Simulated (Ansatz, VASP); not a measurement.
# Mg2SiN2 in VASP and in Ansatz

Contents of INCAR:

```
SYSTEM = Mg2SiN2
PREC     = Accurate       ! precision mode
ENCUT    = 520            ! plane-wave cutoff, eV
EDIFF    = 1E-6           ! SCF threshold, eV
ISMEAR   = 0              ! smearing method
SIGMA    = 0.1            ! smearing width, eV
LREAL    = .False.        ! projectors in reciprocal space
LASPH    = .True.         ! aspherical terms in the spheres
NELM     = 150            ! most SCF steps
ALGO     = Normal         ! electronic algorithm
ISIF     = 2              ! what is computed and relaxed
LWAVE    = .False.        ! write WAVECAR
LCHARG   = .False.        ! write CHGCAR
ISPIN    = 2              ! spin polarisation
MAGMOM   = 0 0 0 1 1      ! initial moments
LORBIT   = 11             ! projections on sites
GGA      = PE             ! functional
NBANDS   = 21             ! bands
```

The input KPOINTS:

```
regular mesh
0
Gamma
  6 6 4
  0 0 0
```

POSCAR

```
Mg2SiN2
1.0
    2.8970496407      0.0000000000      0.0000000000
   -1.4485248204      2.5089185849      0.0000000000
    0.0000000000      0.0000000000      7.4754156591
Mg Si N
2 1 2
Direct
    0.6666666667      0.3333333333      0.3307155075
    0.3333333333      0.6666666667      0.6692844925
    0.0000000000      0.0000000000      0.0000000000
    0.6666666667      0.3333333333      0.8638027943
    0.3333333333      0.6666666667      0.1361972057
```

Input for Ansatz:

```yaml
crystal:
  lattice:
    - [2.8970496407, 0.0, 0.0]
    - [-1.4485248204, 2.5089185849, 0.0]
    - [0.0, 0.0, 7.4754156591]
  atoms:
    - { symbol: Mg, position: [0.6666666667, 0.3333333333, 0.3307155075] }
    - { symbol: Mg, position: [0.3333333333, 0.6666666667, 0.6692844925] }
    - { symbol: Si, position: [0.0, 0.0, 0.0] }
    - { symbol: "N", position: [0.6666666667, 0.3333333333, 0.8638027943], spin: 1.0 }
    - { symbol: "N", position: [0.3333333333, 0.6666666667, 0.1361972057], spin: 1.0 }
basis:
  ecutwfc: 420
kpoints:
  mp_grid: { grid: [6, 6, 4] }
hamiltonian:
  xc: pbe
scf:
  occupations: { method: gaussian, width: 0.1 }
  lower_state_search: "off"
output:
  forces: true
  stress: true
  eigenvalues: true
  populations: true
magnetization:
  spin_polarized: true
```

Change from the starting cell: species swapped into the Na2HfN2 type (P-3m1, No. 164).

Alike in both runs: task single point; functional PBE; k mesh 6 × 6 × 4; occupations gaussian, width 0.1 eV; collinear spin.

```csv
,VASP,Ansatz
version,VASP 6.6.1,Ansatz 0.2.0
potentials or method,"VASP PAW PBE potentials, release 64 (Mg, Si, N), cutoff 520 eV","scalar-relativistic, plane waves, PAW"
valence electrons in the cell,18,34
```

Ansatz gave:

| Quantity | Value |
| --- | --- |
| gap on the k mesh at the Fermi level (eV) | none |
| pressure (GPa) | -0.3 |
| traceless stress, the component that is largest in VASP (GPa) | 0.19 |
| rms of the force components (eV/Å) | 0.013 |
| net moment per atom (μB) | 0.00 |

Q: Which values does VASP return?

A: gap on the k mesh at the Fermi level (eV): none; pressure (GPa): -0.5; traceless stress, the component that is largest in VASP (GPa): 0.07; rms of the force components (eV/Å): 0.007; net moment per atom (μB): 0.00.

Atom by atom the forces differ by 0.009 eV/Å (rms over components). A gap of «none» marks a metal or a gap that the smearing closes. VASP's potentials hold 18 valence electrons a cell and Ansatz's 34, so a difference there can come from the potentials and not from the codes. Ansatz's warnings: seeded moment not kept.

The k mesh is coarse, so the values compare programs but aren't converged.
